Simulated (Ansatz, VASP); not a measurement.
# One calculation of Sn, two programs

INCAR

```
PREC = Accurate
ENCUT = 600
EDIFF = 1E-6
ISMEAR = -1
SIGMA = 0.1
LREAL = F
LASPH = T
NELM = 100
ALGO = Normal
ISIF = 3
LWAVE = F
LCHARG = F
GGA = RE
IBRION = 2
NSW = 80
EDIFFG = -0.01
```

Contents of KPOINTS:

```
regular mesh
0
Gamma
  7 7 10
```

The input POSCAR:

```
Sn
1.0
    5.4109849790      0.0000000000      0.0000000000
   -2.7054924895      4.6860504513      0.0000000000
    0.0000000000      0.0000000000      3.3169337921
Sn
3
Direct
    0.0000000000      0.0000000000      0.0000000000
    0.3333333333      0.6666666667      0.5000000000
    0.6666666667      0.3333333333      0.5000000000
```

Input for Ansatz:

```yaml
crystal:
  lattice:
    - [5.410984979, 0.0, 0.0]
    - [-2.7054924895, 4.6860504513, 0.0]
    - [0.0, 0.0, 3.3169337921]
  atoms:
    - { symbol: Sn, position: [0.0, 0.0, 0.0] }
    - { symbol: Sn, position: [0.3333333333, 0.6666666667, 0.5] }
    - { symbol: Sn, position: [0.6666666667, 0.3333333333, 0.5] }
hamiltonian:
  xc: revpbe
  pseudopotentials:
    kind: paw
    azcp:
      Sn: "pseudopotentials/Sn.paw.azcp"
basis:
  ecutwfc: 420
  fft_grid_basis: typed
kpoints:
  mp_grid: { grid: [7, 7, 10], shift: [0, 0, 0] }
magnetization:
  spin_polarized: false
scf:
  occupations: { method: fermi_dirac, width: 0.1 }
relax:
  max_steps: 60
  f_tol: 0.01
  cell: {}
```

Alike in both runs: task relaxation of cell and atoms; functional revPBE; k mesh 7 × 7 × 10; occupations fermi-dirac, width 0.1 eV; no spin polarisation.

```csv
,VASP,Ansatz
version,VASP 6.6.1,Ansatz 0.2.0
potentials or method,"VASP PAW PBE potentials, release 64 (Sn_d), cutoff 600 eV","plane waves (420 eV) with PAW, scalar-relativistic"
valence electrons in the cell,42,42
```

Ansatz gave:

* relaxed volume (Å³/atom): 28.49
* relaxed length of the cell vector where the two differ most in proportion (Å): 3.324

**Question.** What did VASP give for the same quantities?

**Answer.** Relaxed volume (Å³/atom): 28.48; relaxed length of the cell vector where the two differ most in proportion (Å): 3.319.

VASP's potentials were made for PBE, not for revPBE.
